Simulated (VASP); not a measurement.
# GaF (Pm-3m) in VASP: a series of runs, part 2 of 2

VASP 6.6.1. The steps go on from the part before.

## (3) Single point, PBEsol-based global hybrid with 25 % exact exchange

This run uses another cell than the first one, of 15.06 Å³/atom.

Input file POSCAR:

```
GaF
1.0
    3.1114995616      0.0000000000      0.0000000000
    0.0000000000      3.1114995616      0.0000000000
    0.0000000000      0.0000000000      3.1114995616
Ga F
1 1
Direct
    0.0000000000      0.0000000000      0.0000000000
    0.5000000000      0.5000000000      0.5000000000
```

Input file INCAR.step1:

```
  ALGO = Normal
  EDIFF = 1E-5
  ENCUT = 520
  GGA = PE
  ISIF = 2
  ISMEAR = -1
  LASPH = T
  LCHARG = F
  LREAL = F
  LWAVE = T
  NBANDS = 17
  NELM = 60
  PREC = Accurate
  SIGMA = 0.05
```

Input file INCAR.step2:

```
  AEXX = 0.25
  ALGO = Normal
  EDIFF = 1E-6
  ENCUT = 520
  GGA = PS
  ISIF = 2
  ISMEAR = -1
  ISTART = 1
  LASPH = T
  LCHARG = F
  LHFCALC = T
  LREAL = F
  LWAVE = F
  NBANDS = 17
  NELM = 60
  PREC = Accurate
  PRECFOCK = Normal
  SIGMA = 0.05
```

Input file KPOINTS:

```
k-points
0
Gamma
  4 4 4
```

Potentials or basis: VASP PAW PBE potentials, release 64 (Ga_d, F).

The run is started by

```sh
$ cat potpaw_PBE.64/Ga_d/POTCAR potpaw_PBE.64/F/POTCAR > POTCAR
$ cp INCAR.step1 INCAR
$ mpirun -np 1 vasp_std > vasp.out
$ cp INCAR.step2 INCAR
$ mpirun -np 1 vasp_std > vasp.out
```

OUTCAR:

```text
AEXX = 0.25
   EDIFF = 1E-6
   ENCUT = 520
   GGA = PS
   ISIF = 2
   ISMEAR = -1
   ISTART = 1
   LASPH = T
   LHFCALC = T
   LREAL = F
   NELM = 60
   PREC = Accurate
   PRECFOCK = Normal

 ion  position               nearest neighbor table
   1  0.000  0.000  0.000-
   2  0.500  0.500  0.500-

  LATTYP: Found a simple cubic cell.
 ALAT       =     3.1114995616

  Lattice vectors:

 A1 = (   3.1114995616,   0.0000000000,   0.0000000000)
 A2 = (   0.0000000000,   3.1114995616,   0.0000000000)
 A3 = (   0.0000000000,   0.0000000000,   3.1114995616)

Analysis of symmetry for initial positions (statically):
=====================================================================
 Subroutine PRICEL returns:
 Original cell was already a primitive cell.

 Routine SETGRP: Setting up the symmetry group for a
 simple cubic supercell.

 Subroutine GETGRP returns: Found 48 space group operations
 (whereof 48 operations were pure point group operations)
 out of a pool of 48 trial point group operations.

The static configuration has the point symmetry O_h .

Analysis of symmetry for dynamics (positions and initial velocities):
=====================================================================
 Subroutine PRICEL returns:
 Original cell was already a primitive cell.

 Routine SETGRP: Setting up the symmetry group for a
 simple cubic supercell.

 Subroutine GETGRP returns: Found 48 space group operations
 (whereof 48 operations were pure point group operations)
 out of a pool of 48 trial point group operations.

[... 101 lines left out ...]
   EFERMI_NEDOS =   21; number of points for ismear=-14 and -15
   IALGO  =     38    algorithm
   IMIX   =      1    mixing-type and parameters
     AMIX     =   0.40;   BMIX     =  1.00
     AMIX_MAG =   1.60;   BMIX_MAG =  1.00
  volume/ion in A,a.u.               =      15.06       101.64
  Fermi-wavevector in a.u.,A,eV,Ry     =   1.428176  2.698861 27.751625  2.039687
  Thomas-Fermi vector in A             =   2.548266
   LORBIT       =      0    0 simple, 1 ext, 2 COOP (PROOUT), +10 PAW based schemes
   GGA     = PS    functional components
   LHFCALC =     T    Hartree Fock is set to
   PRECFOCK=normal    Normal, Fast or Accurate (Low or Medium for compatibility)
   ENCUT4O =  -1.0   cutoff for four orbital integrals eV
   NKREDX  =     1    reduce k-point grid by
   NKREDY  =     1    reduce k-point grid by
   NKREDZ  =     1    reduce k-point grid by
   AEXX    =    0.2500 exact exchange contribution
   HFSCREEN=    0.0000 screening length (either q_TF or 0.3 A-1)
   HFSCREENC=   0.0000 screening length for correlation (either q_TF or 0.3 A-1)
   ENCUTFOCK=  -1.0 apply spherical cutoff to Coloumb kernel
   IVDW    =     0    specifies the selected vdW correction
   LEPSILON=     F    determine dielectric tensor
   LRPA    =     F    only Hartree local field effects (RPA)
 non-spin polarized calculation
  energy-cutoff  :      520.00
  volume of cell :       30.12
 maximum number of plane-waves:       840
 NGX is ok and might be reduce to    24
  NGX = 18; NGY = 18; NGZ = 18

 number of electron      19.9999990 magnetization

 Free energy of the ion-electron system (eV)
  ---------------------------------------------------
  ext. energy  EPLUGINS =         0.00000000
  ---------------------------------------------------
  free energy    TOTEN  =       -10.18876913 eV

  energy without entropy =      -10.18876625  energy(sigma->0) =      -10.18876769

 E-fermi :   3.1863     XC(G=0):  -8.3033

 val. band max:        2.7173318551   @ k =   0.5000   0.5000   0.5000
 cond. band min:       3.7102945903   @ k =   0.5000   0.0000   0.0000
 fundamental gap:      0.9929627352
 Fermi energy:         3.1863472939

 k-point     1 :       0.0000    0.0000    0.0000
  band No.  band energies     occupation
      1     -22.9735      2.00000
      2     -14.7370      2.00000
      3     -14.7370      2.00000
      4     -14.5604      2.00000
      5     -14.5604      2.00000
      6     -14.5604      2.00000
[... 177 lines left out ...]
      4     -14.6853      2.00000
      5     -14.5043      2.00000
      6     -14.5043      2.00000
[... 9 lines left out ...]
     16      16.2603      0.00000
     17      25.3589      0.00000

------------------------ aborting loop because EDIFF is reached ----------------------------------------

  FORCE on cell =-STRESS in cart. coord.  units (eV):
  Direction    XX          YY          ZZ          XY          YZ          ZX
  --------------------------------------------------------------------------------------
  -------------------------------------------------------------------------------------
  Total       -0.0496040     -0.0496040     -0.0496040     -0.0000000      0.0000000     -0.0000000
  in kB       -2.6382606     -2.6382606     -2.6382606     -0.0000000      0.0000000     -0.0000000
  external PRESSURE =      -2.6382606 kB  Pullay stress =       0.0000000 kB

 VOLUME and BASIS-vectors are now :
 -----------------------------------------------------------------------------
  energy-cutoff  :      520.00
  volume of cell :       30.12
      direct lattice vectors                 reciprocal lattice vectors
     3.111499562  0.000000000  0.000000000     0.321388443  0.000000000  0.000000000
     0.000000000  3.111499562  0.000000000     0.000000000  0.321388443  0.000000000
     0.000000000  0.000000000  3.111499562     0.000000000  0.000000000  0.321388443

 POSITION                                       TOTAL-FORCE (eV/Angst)
 -----------------------------------------------------------------------------------
      0.00000      0.00000      0.00000         0.000000      0.000000      0.000000
      1.55575      1.55575      1.55575         0.000000      0.000000      0.000000
 -----------------------------------------------------------------------------------
    total drift:                                0.000000      0.000000      0.000000

  FREE ENERGIE OF THE ION-ELECTRON SYSTEM (eV)
  ---------------------------------------------------
  free  energy   TOTEN  =       -10.1887691324 eV

  energy  without entropy=      -10.1887662510  energy(sigma->0) =      -10.18876769
```

It took 6.1 min on 1 thread of Intel Xeon Platinum 8259CL at 2.50GHz (Skylake/Cascade Lake), shared host; peak memory 0.14 GiB.

What came out:

- Free energy: -10.1888 eV
- Pressure: -0.3 GPa
- Band gap on the k mesh: 0.99 eV (least direct gap 2.60 eV)

Caveat: the k points lie up to 0.50 Å⁻¹ apart; the PAW data sets were made with another functional, which shifts forces and pressure a little.

## (4) Single point, PBE0

This run uses another cell than the first one, of 15.90 Å³/atom.

Input file POSCAR:

```
GaF
1.0
    3.1678691558      0.0000000000      0.0000000000
    0.0000000000      3.1678691558      0.0000000000
    0.0000000000      0.0000000000      3.1678691558
Ga F
1 1
Direct
    0.0000000000      0.0000000000      0.0000000000
    0.5000000000      0.5000000000      0.5000000000
```

Input file INCAR.step1:

```
ALGO = Normal
EDIFF = 1E-5
ENCUT = 520
GGA = PE
ISIF = 2
ISMEAR = -1
LASPH = True
LREAL = False
LWAVE = True
NBANDS = 17
NELM = 60
PREC = Accurate
SIGMA = 0.05
```

Input file INCAR.step2:

```
AEXX = 0.25
ALGO = Normal
EDIFF = 1E-6
ENCUT = 520
GGA = PE
ISIF = 2
ISMEAR = -1
ISTART = 1
LASPH = True
LCHARG = True
LELF = True
LHFCALC = True
LREAL = False
LVHAR = True
LWAVE = False
NBANDS = 17
NELM = 60
PREC = Accurate
PRECFOCK = Normal
SIGMA = 0.05
```

KPOINTS is that of step 3.

The run is started by

```sh
$ cat potpaw_PBE.64/Ga_d/POTCAR potpaw_PBE.64/F/POTCAR > POTCAR
$ cp INCAR.step1 INCAR
$ mpirun -np 1 vasp_std > vasp.out
$ cp INCAR.step2 INCAR
$ mpirun -np 1 vasp_std > vasp.out
```

It took 5.9 min on 1 thread of Intel Xeon Platinum 8259CL at 2.50GHz (Skylake/Cascade Lake), shared host; peak memory 0.14 GiB.

It converged, with:

```yaml
Free_energy: -9.8460 eV
Pressure: -0.2 GPa
Band_gap_on_the_k_mesh: 1.49 eV (least direct gap 2.85 eV)
```

Levels at points of the mesh, in eV from the valence-band top:
```tsv
k point	band 7	band 8	band 9	band 10	band 11	band 12	band 13	band 14
(0.00, 0.00, 0.00)	-6.87	-4.73	-4.73	-4.73	10.11	10.11	10.11	11.22
(0.50, 0.00, 0.00)	-8.06	-4.44	-4.44	-1.36	1.49	10.20	10.20	14.11
(0.50, 0.50, 0.00)	-6.16	-6.16	-4.34	-3.00	4.78	4.78	10.64	12.27
(0.50, 0.50, 0.50)	-5.34	-5.34	-5.34	0.00	3.63	3.63	3.63	13.67
```

Caveat: the k points lie up to 0.50 Å⁻¹ apart; the PAW data sets were made with another functional, which shifts forces and pressure a little.

## (5) Single point, PBEsol-based global hybrid with 25 % exact exchange

This run uses another cell than the first one, of 15.87 Å³/atom.

Input file POSCAR:

```
GaF
1.0
    3.1659200000      0.0000000000      0.0000000000
    0.0000000000      3.1659200000      0.0000000000
    0.0000000000      0.0000000000      3.1659200000
Ga F
1 1
Direct
    0.0000000000      0.0000000000      0.0000000000
    0.5000000000      0.5000000000      0.5000000000
```

Input file INCAR.step1:

```
PREC = Accurate
ENCUT = 520
EDIFF = 1E-5
ISMEAR = -1
SIGMA = 0.05
LREAL = F
LASPH = T
NELM = 80
ALGO = Normal
ISIF = 2
LWAVE = T
LCHARG = F
GGA = PE
NBANDS = 17
```

Input file INCAR.step2:

```
PREC = Accurate
ENCUT = 520
EDIFF = 1E-7
ISMEAR = -1
SIGMA = 0.05
LREAL = F
LASPH = T
NELM = 80
ALGO = Normal
ISIF = 2
LWAVE = F
LCHARG = F
GGA = PS
LHFCALC = T
AEXX = 0.25
PRECFOCK = Normal
ISTART = 1
NBANDS = 17
```

Input file KPOINTS:

```
regular mesh
0
Gamma
  4 4 4
```

Potentials or basis: VASP PAW PBE potentials, release 64 (Ga_d, F).

The run is started by

```sh
$ cat potpaw_PBE.64/Ga_d/POTCAR potpaw_PBE.64/F/POTCAR > POTCAR
$ cp INCAR.step1 INCAR
$ mpirun -np 1 vasp_std > vasp.out
$ cp INCAR.step2 INCAR
$ mpirun -np 1 vasp_std > vasp.out
```

OUTCAR:

```text
PREC = Accurate
   ENCUT = 520
   EDIFF = 1E-7
   ISMEAR = -1
   LREAL = F
   LASPH = T
   NELM = 80
   ISIF = 2
   GGA = PS
   LHFCALC = T
   AEXX = 0.25
   PRECFOCK = Normal
   ISTART = 1

 ion  position               nearest neighbor table
   1  0.000  0.000  0.000-
   2  0.500  0.500  0.500-

  LATTYP: Found a simple cubic cell.
 ALAT       =     3.1659200000

  Lattice vectors:

 A1 = (   3.1659200000,   0.0000000000,   0.0000000000)
 A2 = (   0.0000000000,   3.1659200000,   0.0000000000)
 A3 = (   0.0000000000,   0.0000000000,   3.1659200000)

Analysis of symmetry for initial positions (statically):
=====================================================================
 Subroutine PRICEL returns:
 Original cell was already a primitive cell.

 Routine SETGRP: Setting up the symmetry group for a
 simple cubic supercell.

 Subroutine GETGRP returns: Found 48 space group operations
 (whereof 48 operations were pure point group operations)
 out of a pool of 48 trial point group operations.

The static configuration has the point symmetry O_h .

Analysis of symmetry for dynamics (positions and initial velocities):
=====================================================================
 Subroutine PRICEL returns:
 Original cell was already a primitive cell.

 Routine SETGRP: Setting up the symmetry group for a
 simple cubic supercell.

 Subroutine GETGRP returns: Found 48 space group operations
 (whereof 48 operations were pure point group operations)
 out of a pool of 48 trial point group operations.

The dynamic configuration has the point symmetry O_h .

 Subroutine INISYM returns: Found 48 space group operations
 (whereof 48 operations are pure point group operations),
 and found     1 'primitive' translations

[... 100 lines left out ...]
  volume/ion in A,a.u.               =      15.87       107.07
  Fermi-wavevector in a.u.,A,eV,Ry     =   1.403627  2.652469 26.805754  1.970167
  Thomas-Fermi vector in A             =   2.526269
   LORBIT       =      0    0 simple, 1 ext, 2 COOP (PROOUT), +10 PAW based schemes
   GGA     = PS    functional components
   LHFCALC =     T    Hartree Fock is set to
   PRECFOCK=normal    Normal, Fast or Accurate (Low or Medium for compatibility)
   ENCUT4O =  -1.0   cutoff for four orbital integrals eV
   NKREDX  =     1    reduce k-point grid by
   NKREDY  =     1    reduce k-point grid by
   NKREDZ  =     1    reduce k-point grid by
   AEXX    =    0.2500 exact exchange contribution
   HFSCREEN=    0.0000 screening length (either q_TF or 0.3 A-1)
   HFSCREENC=   0.0000 screening length for correlation (either q_TF or 0.3 A-1)
   ENCUTFOCK=  -1.0 apply spherical cutoff to Coloumb kernel
   IVDW    =     0    specifies the selected vdW correction
   LEPSILON=     F    determine dielectric tensor
   LRPA    =     F    only Hartree local field effects (RPA)
 non-spin polarized calculation
  energy-cutoff  :      520.00
  volume of cell :       31.73
 maximum number of plane-waves:       872
 NGX is ok and might be reduce to    24
  NGX = 18; NGY = 18; NGZ = 18

 number of electron      19.9999980 magnetization

 Free energy of the ion-electron system (eV)
  ---------------------------------------------------
  ext. energy  EPLUGINS =         0.00000000
  ---------------------------------------------------
  free energy    TOTEN  =       -10.17449531 eV

  energy without entropy =      -10.17449525  energy(sigma->0) =      -10.17449528

 E-fermi :   2.5822     XC(G=0):  -8.0960

 val. band max:        1.9033657754   @ k =   0.5000   0.5000   0.5000
 cond. band min:       3.3159680180   @ k =   0.5000   0.0000   0.0000
 fundamental gap:      1.4126022426
 Fermi energy:         2.5821952129

 k-point     1 :       0.0000    0.0000    0.0000
  band No.  band energies     occupation
      1     -23.1225      2.00000
      2     -15.2034      2.00000
      3     -15.2034      2.00000
      4     -15.0508      2.00000
      5     -15.0508      2.00000
      6     -15.0508      2.00000
[... 177 lines left out ...]
      4     -15.1546      2.00000
      5     -15.0031      2.00000
      6     -15.0031      2.00000
[... 9 lines left out ...]
     16      15.4784      0.00000
     17      24.2032      0.00000

------------------------ aborting loop because EDIFF is reached ----------------------------------------

  FORCE on cell =-STRESS in cart. coord.  units (eV):
  Direction    XX          YY          ZZ          XY          YZ          ZX
  --------------------------------------------------------------------------------------
  -------------------------------------------------------------------------------------
  Total       -0.5497262     -0.5497262     -0.5497262      0.0000000      0.0000000     -0.0000000
  in kB      -27.7560193    -27.7560193    -27.7560193      0.0000000      0.0000000     -0.0000000
  external PRESSURE =     -27.7560193 kB  Pullay stress =       0.0000000 kB

 VOLUME and BASIS-vectors are now :
 -----------------------------------------------------------------------------
  energy-cutoff  :      520.00
  volume of cell :       31.73
      direct lattice vectors                 reciprocal lattice vectors
     3.165920000  0.000000000  0.000000000     0.315863951  0.000000000  0.000000000
     0.000000000  3.165920000  0.000000000     0.000000000  0.315863951  0.000000000
     0.000000000  0.000000000  3.165920000     0.000000000  0.000000000  0.315863951

 POSITION                                       TOTAL-FORCE (eV/Angst)
 -----------------------------------------------------------------------------------
      0.00000      0.00000      0.00000         0.000000      0.000000      0.000000
      1.58296      1.58296      1.58296         0.000000      0.000000      0.000000
 -----------------------------------------------------------------------------------
    total drift:                               -0.000000     -0.000000      0.000000

  FREE ENERGIE OF THE ION-ELECTRON SYSTEM (eV)
  ---------------------------------------------------
  free  energy   TOTEN  =       -10.1744953139 eV

  energy  without entropy=      -10.1744952539  energy(sigma->0) =      -10.17449528
```

OSZICAR.step1:

```text
N       E                     dE             d eps       ncg     rms          rms(c)
DAV:   1     0.127632667756E+03    0.12763E+03   -0.10675E+04   364   0.195E+03
DAV:   2     0.131229254606E+01   -0.12632E+03   -0.11863E+03   372   0.349E+02
DAV:   3    -0.836258061077E+01   -0.96749E+01   -0.96390E+01   408   0.873E+01
DAV:   4    -0.848714315447E+01   -0.12456E+00   -0.12453E+00   408   0.103E+01
DAV:   5    -0.848879105092E+01   -0.16479E-02   -0.16479E-02   419   0.101E+00    0.570E+00
DAV:   6    -0.746565747347E+01    0.10231E+01   -0.38393E+00   372   0.159E+01    0.237E+00
DAV:   7    -0.742365850223E+01    0.41999E-01   -0.26490E-01   349   0.382E+00    0.101E+00
DAV:   8    -0.740651651308E+01    0.17142E-01   -0.81995E-02   368   0.244E+00    0.331E-01
DAV:   9    -0.740484854922E+01    0.16680E-02   -0.67141E-03   360   0.585E-01    0.106E-01
DAV:  10    -0.740511811284E+01   -0.26956E-03   -0.40616E-04   349   0.222E-01    0.338E-02
DAV:  11    -0.740509138411E+01    0.26729E-04   -0.66975E-05   384   0.882E-02    0.621E-03
DAV:  12    -0.740509218909E+01   -0.80498E-06   -0.43243E-06   204   0.188E-02
   1 F= -.74050922E+01 E0= -.74046897E+01  d E =-.804962E-03
```

Run time: 7.1 min. Hardware: 1 thread of Intel Xeon Platinum 8259CL at 2.50GHz (Skylake/Cascade Lake), shared host; peak memory 0.14 GiB.

Results:

* Free energy: -10.1745 eV
* Pressure: -2.8 GPa
* Band gap on the k mesh: 1.41 eV (least direct gap 2.77 eV)

Caveat: the k points lie up to 0.50 Å⁻¹ apart; the PAW data sets were made with another functional, which shifts forces and pressure a little. A k mesh can miss the band edges.

## (6) The runs side by side

| level | cell | screening parameter | gap on the mesh (eV) | pressure (GPa) |
| --- | --- | --- | --- | --- |
| PBEsol-based screened hybrid with 25 % exact exchange | a = 3.107 Å, 2 atoms | 0.207 1/Å | 0.20 | -0.1 |
| PBEsol-based global hybrid with 25 % exact exchange | a = 3.111 Å, 2 atoms | - | 0.99 | -0.3 |
| PBE0 | a = 3.168 Å, 2 atoms | - | 1.49 | -0.2 |
| PBEsol-based global hybrid with 25 % exact exchange | a = 3.166 Å, 2 atoms | - | 1.41 | -2.8 |

Alike in all rows: task single point; potentials or basis VASP PAW PBE potentials, release 64 (Ga_d, F); no spin polarisation; k mesh 4 × 4 × 4; cutoff (eV) 520; smearing fermi-dirac 0.05 eV.

Caveats: all runs use coarse meshes; the PAW data sets were made with another functional, which shifts forces and pressure a little.

Total energies depend on the potentials used, so only differences within one code and one set of settings carry meaning.
